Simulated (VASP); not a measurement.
Wanted: the native input for a VASP 6.6.1 run.

```
Task                   : single point
Functional             : PBE
Potentials or basis    : VASP PAW PBE potentials, release 64 (Hf_pv, N)
Cutoff                 : 520 eV
k mesh                 : 14 × 14 × 14
Occupations            : gaussian, width 0.1 eV
Spin                   : no spin polarisation
Dipole correction      : no
Further INCAR settings : ALGO = Normal; EDIFF = 1e-07; NBANDS = 14
```

The structure of HfN lies in POSCAR:

```
HfN
1.0
    0.0000000000      2.4577269413      2.4577269413
    2.4577269413      0.0000000000      2.4577269413
    2.4577269413      2.4577269413      0.0000000000
Hf N
1 1
Direct
    0.0000000000      0.0000000000      0.0000000000
    0.7500000000      0.7500000000      0.7500000000
```

These files were run (other wordings do the same):

INCAR

```
SYSTEM = HfN
PREC = Accurate ; ENCUT = 520
EDIFF = 1E-7 ; ISMEAR = 0
SIGMA = 0.1 ; LREAL = .False.
LASPH = .True. ; NELM = 60
ALGO = Normal ; ISIF = 2
LWAVE = .False. ; LCHARG = .True.
GGA = PE ; LELF = .True.
LVHAR = .True. ; NBANDS = 14
```

KPOINTS

```
Automatic mesh
0
Gamma
  14 14 14
  0 0 0
```

Potentials or basis: VASP PAW PBE potentials, release 64 (Hf_pv, N).

Launch:

```sh
$ cat potpaw_PBE.64/Hf_pv/POTCAR potpaw_PBE.64/N/POTCAR > POTCAR
$ mpirun -np 1 vasp_std > vasp.out
```

Results of the run:

- Pressure: -1.1 GPa
- Band gap on the k mesh: zero (an odd number of electrons rules out a gap without spin polarisation)

Caveat: spin-orbit coupling is left out, which moves the levels of the heavy elements.

Run time: 28 s on 1 thread of Intel(R) Xeon(R) Platinum 8488C (Sapphire Rapids), with other jobs on the host, peak memory 0.19 GiB.
